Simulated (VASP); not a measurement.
Write the native input for VASP 6.6.1 that does the following.

```
Task                   : single point
Functional             : RPBE
Potentials or basis    : VASP PAW PBE potentials, release 64 (Ru_pv)
Cutoff                 : 520 eV
k mesh                 : 14 × 14 × 14
Occupations            : fermi-dirac, width 0.1 eV
Spin                   : no spin polarisation
Dipole correction      : no
Further INCAR settings : ALGO = Normal; EDIFF = 1e-06; NBANDS = 13
```

The structure of Ru lies in POSCAR:

```
Ru
1.0
    0.0000000000      1.9154171000      1.9154171000
    1.9154171000      0.0000000000      1.9154171000
    1.9154171000      1.9154171000      0.0000000000
Ru
1
Direct
    0.0000000000      0.0000000000      0.0000000000
```

The input as run:

INCAR

```
SYSTEM = Ru
PREC     = Accurate       ! precision mode
ENCUT    = 520            ! plane-wave cutoff, eV
EDIFF    = 1E-6           ! SCF threshold, eV
ISMEAR   = -1             ! smearing method
SIGMA    = 0.1            ! smearing width, eV
LREAL    = .False.        ! projectors in reciprocal space
LASPH    = .True.         ! aspherical terms in the spheres
NELM     = 80             ! most SCF steps
ALGO     = Normal         ! electronic algorithm
ISIF     = 2              ! what is computed and relaxed
LWAVE    = .False.        ! write WAVECAR
LCHARG   = .False.        ! write CHGCAR
GGA      = RP             ! functional
NBANDS   = 13             ! bands
```

KPOINTS

```
Automatic mesh
0
Gamma
  14 14 14
  0 0 0
```

Potentials or basis: VASP PAW PBE potentials, release 64 (Ru_pv).

Command:

```console
$ cat potpaw_PBE.64/Ru_pv/POTCAR > POTCAR
$ mpirun -np 1 vasp_std > vasp.out
```

It gave:

| Item | Value |
| --- | --- |
| Pressure | 0.0 GPa |
| Band gap on the k mesh | zero (band 7 reaches 14.34 eV, above the bottom of band 8 at 11.10 eV) |

Caveat: the PAW data sets were made with another functional, which shifts forces and pressure a little.

Wall time 7.5 s on 1 thread of Intel(R) Xeon(R) Platinum 8488C (Sapphire Rapids), on a shared host, peak memory 0.13 GiB.
